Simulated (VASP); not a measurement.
A run of VASP 6.6.1:

File POSCAR:

```
WC
1.0
    0.0000000000      2.1926840000      2.1926840000
    2.1926840000      0.0000000000      2.1926840000
    2.1926840000      2.1926840000      0.0000000000
W C
1 1
Direct
   -0.1410870042      0.0000000000      0.0000000000
    0.5000000000      0.5000000000      0.5000000000
```

The input INCAR.step1:

```
SYSTEM = WC
  PREC = Accurate
  ENCUT = 520
  ISMEAR = 0
  SIGMA = 0.15
  LREAL = .False.
  LASPH = .True.
  NELM = 100
  NBANDS = 16
  GGA = PE
  ALGO = Normal
  EDIFF = 1E-4
  LWAVE = .True.
  LCHARG = .False.
```

INCAR.step2

```
SYSTEM = WC
  PREC = Accurate
  ENCUT = 520
  EDIFF = 1E-6
  ISMEAR = 0
  SIGMA = 0.15
  LREAL = .False.
  LASPH = .True.
  NELM = 100
  ALGO = Normal
  ISIF = 2
  LWAVE = .False.
  LCHARG = .False.
  METAGGA = R2SCAN
  LMIXTAU = .True.
  NBANDS = 16
  ISTART = 1
```

KPOINTS

```
regular mesh
0
Gamma
  18 18 18
  0 0 0
```

Potentials or basis: VASP PAW PBE potentials, release 64 (W_sv, C).

Command:

```bash
$ cat potpaw_PBE.64/W_sv/POTCAR potpaw_PBE.64/C/POTCAR > POTCAR
$ cp INCAR.step1 INCAR
$ mpirun -np 1 vasp_std > vasp.out
$ cp INCAR.step2 INCAR
$ mpirun -np 1 vasp_std > vasp.out
```

Hardware: 1 thread of Intel(R) Xeon(R) 6975P-C (Granite Rapids) (shared host).

Q: Estimate the wall time of this run.

A: Run time: 4 min on 1 thread of Intel(R) Xeon(R) 6975P-C (Granite Rapids), with other jobs on the host, peak memory 0.39 GiB. Counts: k points 865.
